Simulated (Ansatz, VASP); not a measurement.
**One calculation of CdO, two programs**

The input INCAR:

```
SYSTEM = CdO
PREC     = Accurate       ! precision mode
ENCUT    = 600            ! plane-wave cutoff, eV
EDIFF    = 1E-6           ! SCF threshold, eV
ISMEAR   = -1             ! smearing method
SIGMA    = 0.02           ! smearing width, eV
LREAL    = .FALSE.        ! projectors in reciprocal space
LASPH    = .TRUE.         ! aspherical terms in the spheres
NELM     = 200            ! most SCF steps
ALGO     = Normal         ! electronic algorithm
ISIF     = 2              ! what is computed and relaxed
LWAVE    = .FALSE.        ! write WAVECAR
LCHARG   = .TRUE.         ! write CHGCAR
MAGMOM   = 0 0 0 0 0 0    ! initial moments
LORBIT   = 11             ! projections on sites
LSORBIT  = .TRUE.         ! spin-orbit coupling
GGA_COMPAT= .FALSE.      
LORBMOM  = .TRUE.       
GGA      = PE             ! functional
LVHAR    = .TRUE.       
NBANDS   = 30             ! bands
```

The input KPOINTS:

```
regular mesh
0
G
  6 6 6
  0 0 0
```

POSCAR

```
CdO
1.0
    0.0000000000      2.3530013823      2.3530013823
    2.3530013823      0.0000000000      2.3530013823
    2.3530013823      2.3530013823      0.0000000000
Cd O
1 1
Direct
    0.0000000000      0.0000000000      0.0000000000
    0.5000000000      0.5000000000      0.5000000000
```

Input for Ansatz:

```yaml
crystal:
  lattice:
    - [0.0, 2.3530013823, 2.3530013823]
    - [2.3530013823, 0.0, 2.3530013823]
    - [2.3530013823, 2.3530013823, 0.0]
  atoms:
    - { symbol: Cd, position: [0.0, 0.0, 0.0] }
    - { symbol: O, position: [0.5, 0.5, 0.5] }
kpoints:
  mp_grid: { grid: [6, 6, 6] }
hamiltonian:
  xc: pbe
scf:
  occupations: { method: fermi_dirac, width: 0.02 }
  n_extra_bands: 24
magnetization:
  noncollinear: true
  spin_orbit: true
output:
  optics: { e_range: [0, 12], de: 0.05, sigma: 0.1, bands: scf }
```

Alike in both runs: task single point; functional PBE; k mesh 6 × 6 × 6; occupations fermi-dirac, width 0.02 eV; non-collinear spin, spin-orbit coupling.

|  | VASP | Ansatz |
| --- | --- | --- |
| version | VASP 6.6.1 | Ansatz 0.2.0 |
| potentials or method | VASP PAW PBE potentials, release 64 (Cd, O) | plane waves, PAW |
| plane-wave cutoff (eV) | 600 | 420 |
| valence electrons in the cell | 18 | 26 |

|  | VASP | Ansatz | Ansatz less VASP |
| --- | --- | --- | --- |
| net moment per atom (μB) | 0.00 | 0.00 | 0.000 |

VASP's potentials hold 18 valence electrons a cell and Ansatz's 26, so a difference there can come from the potentials and not from the codes. Ansatz's warnings: optics on partly filled bands.

The k mesh is coarse, so the values compare programs but aren't converged.
